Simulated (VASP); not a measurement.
# NaGa12O18 (a cell with a defect) (Na interstitial hop between voids): single point with PBE

The system is NaGa12O18 (a cell with a defect) (Na interstitial hop between voids).

```
CELL_PARAMETERS angstrom
0.00000 9.24966 0.00000
-1.39772 0.00000 5.70858
6.22798 -1.54161 0.00673
ATOMIC_POSITIONS crystal
Ga 0.11783 0.64574 0.68227
Ga 0.23165 0.30665 0.30751
Ga 0.30961 0.19461 0.81602
Ga 0.02193 0.78551 0.11634
Ga 0.44260 0.68567 0.67710
Ga 0.55614 0.30626 0.31693
Ga 0.63088 0.20596 0.81065
Ga 0.36788 0.78675 0.18355
Ga 0.76671 0.68679 0.68634
Ga 0.88141 0.34633 0.31154
Ga 0.97653 0.20878 0.87544
Ga 0.68920 0.79768 0.17803
O 0.18040 0.72088 0.99919
O 0.17783 0.26561 0.99082
O 0.27413 0.41778 0.63657
O 0.04332 0.59284 0.34251
O 0.04709 0.11658 0.24692
O 0.26946 0.88317 0.66093
O 0.49820 0.73897 0.00071
O 0.50062 0.25391 0.99340
O 0.60553 0.43574 0.64736
O 0.39333 0.55679 0.34661
O 0.39406 0.09964 0.32860
O 0.60442 0.89308 0.66513
O 0.82072 0.72463 0.00282
O 0.81856 0.26913 0.99454
O 0.95594 0.39890 0.65084
O 0.72518 0.57464 0.35767
O 0.72936 0.10903 0.33317
O 0.95202 0.87574 0.74864
Na 0.99969 0.99427 0.49674
```

```yaml
Program: VASP 6.6.1
Task: single point
Functional: PBE
Potentials_or_basis: VASP PAW PBE potentials, release 64 (Ga_d, O, Na_pv)
Cutoff: 520 eV
k_mesh: 1 × 1 × 1, shifted
Occupations: fermi-dirac, width 0.01 eV
Spin: no spin polarisation
Dipole_correction: no
Charge: 1
Further_INCAR_settings: LREAL = Auto; ALGO = Normal; EDIFF = 1e-07; NBANDS = 156; NELECT = 270.0
```

* Largest force: 0.041 eV/Å

Forces on the atoms (eV/Å):
```
Ga   0.012  0.004  0.012
Ga  -0.012 -0.023  0.004
Ga  -0.007 -0.005  0.010
Ga   0.010  0.009 -0.029
Ga   0.012  0.003  0.011
Ga  -0.018  0.002  0.000
Ga  -0.009  0.000 -0.002
Ga   0.002 -0.004 -0.003
Ga   0.016  0.023 -0.013
Ga  -0.007  0.005 -0.036
Ga   0.005 -0.011  0.006
Ga   0.003  0.011 -0.011
O    0.003  0.016  0.006
O   -0.001  0.006  0.010
O    0.002  0.009 -0.004
O   -0.002  0.021  0.010
O   -0.031  0.004  0.026
O   -0.025 -0.013  0.004
O   -0.013  0.000 -0.005
O    0.017  0.001  0.005
O    0.003  0.006 -0.008
O   -0.001 -0.004  0.002
O    0.024 -0.003 -0.012
O   -0.024 -0.004  0.014
O   -0.003 -0.011 -0.006
O    0.001 -0.008  0.008
O   -0.001 -0.020 -0.001
O   -0.004 -0.016  0.007
O    0.027  0.020  0.003
O    0.027 -0.009 -0.022
Na  -0.004 -0.008  0.011
```

Levels at points of the mesh, in eV from the Fermi level:
| k point | band 133 | band 134 | band 135 | band 136 | band 137 | band 138 |
| --- | --- | --- | --- | --- | --- | --- |
| (0.25, 0.25, 0.25) | -0.51 | -0.40 | -0.29 | 3.80 | 4.43 | 5.15 |

Wall time 97 s on 1 thread of Intel(R) Xeon(R) 6975P-C (Granite Rapids), with other jobs on the host, peak memory 0.39 GiB.

Caveat: the k points lie up to 1.10 Å⁻¹ apart; the cell carries a net charge on a neutralising background, which shifts energy and pressure; the cell is charged against a uniform background, so pressure and absolute levels hang on convention.
